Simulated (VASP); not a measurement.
Runs of VASP 6.6.1 on CaMg3. The structure is that of space group Fm-3m (No. 225), or close to it. The cells are those of the table. 

| cell | gap on the mesh (eV) | pressure (GPa) |
| --- | --- | --- |
| a = 5.329 Å, angles 119.9, 119.9, 90.2°, 4 atoms | none | -3.1 |
| a = 5.225 Å, angles 119.9, 119.9, 90.2°, 4 atoms | none | -1.6 |
| a = 5.277 Å, angles 119.9, 119.9, 90.2°, 4 atoms | none | (a) |
| a = 5.171 Å, angles 119.9, 119.9, 90.2°, 4 atoms | none | (b) |
| a = 5.380 Å, angles 119.9, 119.9, 90.2°, 4 atoms | none | -3.7 |

Alike in all rows: task single point; level LDA; potentials or basis VASP PAW LDA potentials, release 64 (Ca_sv, Mg); no spin polarisation; k mesh 6 × 6 × 6; cutoff (eV) 520; smearing methfessel-paxton 0.05 eV.

Estimate the missing entries.

(a) -2.4; (b) -0.7.

A gap of «none» marks levels without a gap at the run's occupations.
